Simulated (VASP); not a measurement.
## MgS: single point with PBEsol

MgS:

```
CELL_PARAMETERS angstrom
0.00000 2.48290 2.48290
2.48290 0.00000 2.48290
2.48290 2.48290 0.00000
ATOMIC_POSITIONS crystal
Mg 0.00000 0.00000 0.00000
S 0.50000 0.50000 0.50000
```

This cell differs from its parent crystal: volume scaled by 0.88.

```yaml
Program: VASP 6.6.1
Task: single point
Functional: PBEsol
Potentials_or_basis: VASP PAW PBE potentials, release 64 (Mg, S)
Cutoff: 520 eV
k_mesh: 8 × 8 × 8
Occupations: gaussian, width 0.02 eV
Spin: no spin polarisation
Dipole_correction: no
Further_INCAR_settings: ALGO = Normal; EDIFF = 1e-06; NBANDS = 11
```

- Pressure: 12.8 GPa
- Band gap on the k mesh: 2.98 eV, indirect (least direct gap 4.79 eV)

Levels at points of the mesh, in eV from the valence-band top:
```csv
k point,band 1,band 2,band 3,band 4,band 5,band 6,band 7,band 8
"(0.00, 0.00, 0.00)",-13.57,0.00,0.00,0.00,4.79,7.72,7.72,7.72
"(0.50, 0.00, 0.00)",-11.85,-5.70,-0.78,-0.78,4.59,6.96,6.96,11.52
"(0.50, 0.50, 0.00)",-11.35,-5.06,-2.05,-2.05,2.98,3.75,13.21,13.31
```

Wall time 7.5 s on 1 thread of Intel(R) Xeon(R) Platinum 8488C (Sapphire Rapids), with other jobs on the host, peak memory 0.15 GiB.

Caveat: the PAW data sets were made with another functional, which shifts forces and pressure a little. A k mesh can miss the band edges.
